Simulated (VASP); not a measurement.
# Fe (Im-3m) in VASP: further runs

Fe is run at these levels: LDA; tasks: single point.

Everything below comes from runs of VASP 6.6.1. Logs are shortened: lines on timing, memory, paths and dates and some standing lists are left out, and cuts for length are marked.

## Step 1: The cell of the first run

It takes space group Im-3m (No. 229, cubic). The conventional cell has a = 2.500 Å, b = 2.500 Å, c = 2.500 Å, α = 90.00°, β = 90.00°, γ = 90.00°. Within 2.9 Å of Fe (site symmetry m-3m) lie 14 Fe at 2.16 to 2.50 Å.

## Step 2: Single point, LDA, collinear spin, ferromagnetic start (volume scaled by 0.75)

INCAR

```
PREC = Accurate
ENCUT = 520
EDIFF = 1E-6
ISMEAR = -1
SIGMA = 0.05
LREAL = F
LASPH = T
NELM = 150
ALGO = Normal
ISIF = 2
LWAVE = F
LCHARG = T
ISPIN = 2
MAGMOM = 2.5
LORBIT = 11
LMAXMIX = 4
LELF = T
LVHAR = T
NBANDS = 14
```

KPOINTS

```
Automatic mesh
0
Gamma
  21 21 21
```

POSCAR

```
Fe
1.0
   -1.2499152615      1.2499152615      1.2499152615
    1.2499152615     -1.2499152615      1.2499152615
    1.2499152615      1.2499152615     -1.2499152615
Fe
1
Direct
    0.0000000000      0.0000000000      0.0000000000
```

Potentials or basis: VASP PAW LDA potentials, release 64 (Fe).

On the command line:

```bash
$ cat potpaw_LDA.64/Fe/POTCAR > POTCAR
$ mpirun -np 1 vasp_std > vasp.out
```

OUTCAR:

```text
PREC = Accurate
   ENCUT = 520
   EDIFF = 1E-6
   ISMEAR = -1
   LREAL = F
   LASPH = T
   NELM = 150
   ISIF = 2
   ISPIN = 2
   LORBIT = 11

 ion  position               nearest neighbor table
   1  0.000  0.000  0.000-

  LATTYP: Found a body centered cubic cell.
 ALAT       =     2.4998305230

  Lattice vectors:

 A1 = (  -1.2499152615,   1.2499152615,   1.2499152615)
 A2 = (   1.2499152615,  -1.2499152615,   1.2499152615)
 A3 = (   1.2499152615,   1.2499152615,  -1.2499152615)

Analysis of symmetry for initial positions (statically):
=====================================================================
 Subroutine PRICEL returns:
 Original cell was already a primitive cell.

 Routine SETGRP: Setting up the symmetry group for a
 body centered cubic supercell.

 Subroutine GETGRP returns: Found 48 space group operations
 (whereof 48 operations were pure point group operations)
 out of a pool of 48 trial point group operations.

The static configuration has the point symmetry O_h .

Analysis of symmetry for dynamics (positions and initial velocities):
=====================================================================
 Subroutine PRICEL returns:
 Original cell was already a primitive cell.

 Routine SETGRP: Setting up the symmetry group for a
 body centered cubic supercell.

 Subroutine GETGRP returns: Found 48 space group operations
 (whereof 48 operations were pure point group operations)
 out of a pool of 48 trial point group operations.

The dynamic configuration has the point symmetry O_h .

Analysis of structural, dynamic, and magnetic symmetry:
=====================================================================
 Subroutine PRICEL returns:
 Original cell was already a primitive cell.

 Routine SETGRP: Setting up the symmetry group for a
 body centered cubic supercell.

 Subroutine GETGRP returns: Found 48 space group operations
 (whereof 48 operations were pure point group operations)
 out of a pool of 48 trial point group operations.

The overall configuration has the point symmetry O_h .

 Subroutine INISYM returns: Found 48 space group operations
 (whereof 48 operations are pure point group operations),
 and found     1 'primitive' translations

----------------------------------------------------------------------------------------

                                     Primitive cell

  volume of cell :       7.8109

  direct lattice vectors                    reciprocal lattice vectors
    -1.249915261  1.249915261  1.249915261     0.000000000  0.400027118  0.400027118
     1.249915261 -1.249915261  1.249915261     0.400027118  0.000000000  0.400027118
     1.249915261  1.249915261 -1.249915261     0.400027118  0.400027118  0.000000000

[... 115 lines left out ...]
 maximum number of plane-waves:       236
   NGX =  7   NGY =  7   NGZ =  7

 number of electron       8.0000007 magnetization       1.2040031

 Free energy of the ion-electron system (eV)
  ---------------------------------------------------
  ext. energy  EPLUGINS =         0.00000000
  ---------------------------------------------------
  free energy    TOTEN  =        -8.39809819 eV

  energy without entropy =       -8.38676829  energy(sigma->0) =       -8.39243324

 E-fermi :  10.5374     XC(G=0): -15.6573

 val. band max:       10.5316754435   @ k =  -0.3333   0.3333   0.1905
 cond. band min:      10.5380739759   @ k =  -0.4286  -0.4762   0.0952
 fundamental gap:      0.0063985324
 Fermi energy:        10.5374421008

 spin component 1

 k-point     1 :       0.0000    0.0000    0.0000
  band No.  band energies     occupation
      1      -0.2134      1.00000
      2       7.3779      1.00000
      3       7.3779      1.00000
      4       7.3779      1.00000
      5       9.8009      1.00000
      6       9.8009      1.00000
      7      39.0642      0.00000
      8      39.0642      0.00000
      9      39.0642      0.00000
     10      47.2634      0.00000
     11      47.2634      0.00000
     12      52.3006      0.00000
     13      52.3006      0.00000
     14      52.3006      0.00000
[... 379 lines left out ...]
      3       6.8105      1.00000
      4       9.2573      1.00000
      5       9.7835      1.00000
      6      10.1090      0.99981
      7      31.6579      0.00000
      8      34.5198      0.00000
      9      40.3198      0.00000
     10      41.7691      0.00000
     11      47.0908      0.00000
     12      49.1551      0.00000
     13      54.4539      0.00000
     14      55.8655      0.00000

 [... further k-points ...]

 spin component 2

 k-point     1 :       0.0000    0.0000    0.0000
  band No.  band energies     occupation
      1       0.0843      1.00000
      2       8.3139      1.00000
      3       8.3139      1.00000
      4       8.3139      1.00000
      5      11.2063      0.00000
      6      11.2063      0.00000
      7      39.2358      0.00000
      8      39.2358      0.00000
      9      39.2358      0.00000
     10      47.6701      0.00000
     11      47.6701      0.00000
     12      52.8255      0.00000
     13      52.8255      0.00000
     14      52.8255      0.00000
[... 379 lines left out ...]
      3       7.6879      1.00000
      4      10.5411      0.48189
      5      10.7812      0.00758
      6      11.5119      0.00000
      7      32.2010      0.00000
      8      34.9207      0.00000
      9      40.6470      0.00000
     10      42.2400      0.00000
     11      47.4639      0.00000
     12      49.6463      0.00000
     13      54.8379      0.00000
     14      56.3673      0.00000

 [... further k-points ...]
[... 5 lines left out ...]
  --------------------------------------------------------------------------------------
  -------------------------------------------------------------------------------------
  Total        6.5859710      6.5859710      6.5859710      0.0000000     -0.0000000      0.0000000
  in kB     1350.9170776   1350.9170776   1350.9170776      0.0000000     -0.0000000      0.0000000
  external PRESSURE =    1350.9170776 kB  Pullay stress =       0.0000000 kB

 VOLUME and BASIS-vectors are now :
 -----------------------------------------------------------------------------
  energy-cutoff  :      520.00
  volume of cell :        7.81
      direct lattice vectors                 reciprocal lattice vectors
    -1.249915261  1.249915261  1.249915261     0.000000000  0.400027118  0.400027118
     1.249915261 -1.249915261  1.249915261     0.400027118  0.000000000  0.400027118
     1.249915261  1.249915261 -1.249915261     0.400027118  0.400027118  0.000000000

 POSITION                                       TOTAL-FORCE (eV/Angst)
 -----------------------------------------------------------------------------------
      0.00000      0.00000      0.00000         0.000000      0.000000      0.000000
 -----------------------------------------------------------------------------------
    total drift:                                0.000000      0.000000     -0.000000

  FREE ENERGIE OF THE ION-ELECTRON SYSTEM (eV)
  ---------------------------------------------------
  free  energy   TOTEN  =        -8.3980981888 eV

  energy  without entropy=       -8.3867682946  energy(sigma->0) =       -8.39243324

 total charge

# of ion       s       p       d       tot
------------------------------------------
    1        0.684   0.940   6.749   8.372

 magnetization (x)

# of ion       s       p       d       tot
------------------------------------------
    1       -0.007  -0.025   1.195   1.163
```

stdout:

```text
POSCAR found type information on POSCAR Fe
 POSCAR found :  1 types and       1 ions
 scaLAPACK will be used
 LDA part: xc-table for (Slater(with rela. corr.)+CA(PZ))
 , standard interpolation
 POSCAR, INCAR and KPOINTS ok, starting setup
 FFT: planning ... GRIDC
 FFT: planning ... GRID_SOFT
 FFT: planning ... GRID
 WAVECAR not read
 entering main loop
```

Wall time 14 s (1 thread of Intel Xeon 6975P-C (Granite Rapids), shared host); peak memory 0.15 GiB.

Results:

```
Free energy  : -8.3981 eV
Pressure     : 135.1 GPa
Net moment   : 1.20 μB per cell
Site moments : Fe +1.16 μB
```

Levels at points of the mesh, in eV from the Fermi level:
Spin up:
| k point | band 2 | band 3 | band 4 | band 5 | band 6 | band 7 | band 8 | band 9 |
| --- | --- | --- | --- | --- | --- | --- | --- | --- |
| (0.00, 0.00, 0.00) | -3.16 | -3.16 | -3.16 | -0.74 | -0.74 | 28.53 | 28.53 | 28.53 |
Spin down:
| k point | band 1 | band 2 | band 3 | band 4 | band 5 | band 6 | band 7 | band 8 |
| --- | --- | --- | --- | --- | --- | --- | --- | --- |
| (0.00, 0.00, 0.00) | -10.45 | -2.22 | -2.22 | -2.22 | 0.67 | 0.67 | 28.70 | 28.70 |

## Step 3: Single point, LDA, collinear spin, ferromagnetic start (volume scaled by 0.85)

INCAR

```
SYSTEM = Fe
ALGO = Normal
EDIFF = 1E-6
ENCUT = 520
GGA = CA
ISIF = 2
ISMEAR = -1
ISPIN = 2
LASPH = .True.
LCHARG = .False.
LMAXMIX = 4
LORBIT = 11
LREAL = .False.
LWAVE = .False.
MAGMOM = 2.5
NBANDS = 14
NELM = 150
PREC = Accurate
SIGMA = 0.05
```

KPOINTS

```
k-points
0
Gamma
  21 21 21
  0 0 0
```

POSCAR

```
Fe
1.0
   -1.3031661531      1.3031661531      1.3031661531
    1.3031661531     -1.3031661531      1.3031661531
    1.3031661531      1.3031661531     -1.3031661531
Fe
1
Direct
    0.0000000000      0.0000000000      0.0000000000
```

Potentials or basis: VASP PAW LDA potentials, release 64 (Fe).

On the command line:

```bash
$ cat potpaw_LDA.64/Fe/POTCAR > POTCAR
$ mpirun -np 1 vasp_std > vasp.out
```

Wall time 29 s (1 thread of Intel Xeon 6975P-C (Granite Rapids), shared host); peak memory 0.16 GiB.

The run converged. Its results:

- Free energy: -8.9962 eV
- Pressure: 56.9 GPa
- Net moment: 1.59 μB per cell
- Site moments: Fe +1.55 μB
- Valence electrons inside the program's atomic spheres: Fe 7.93

Levels at points of the mesh, in eV from the Fermi level:
Spin up:
| k point | band 2 | band 3 | band 4 | band 5 | band 6 | band 7 | band 8 | band 9 |
| --- | --- | --- | --- | --- | --- | --- | --- | --- |
| (0.00, 0.00, 0.00) | -2.84 | -2.84 | -2.84 | -0.86 | -0.86 | 27.27 | 27.27 | 27.27 |
Spin down:
```tsv
k point	band 1	band 2	band 3	band 4	band 5	band 6	band 7
(0.00, 0.00, 0.00)	-9.70	-1.58	-1.58	-1.58	0.93	0.93	27.46
```
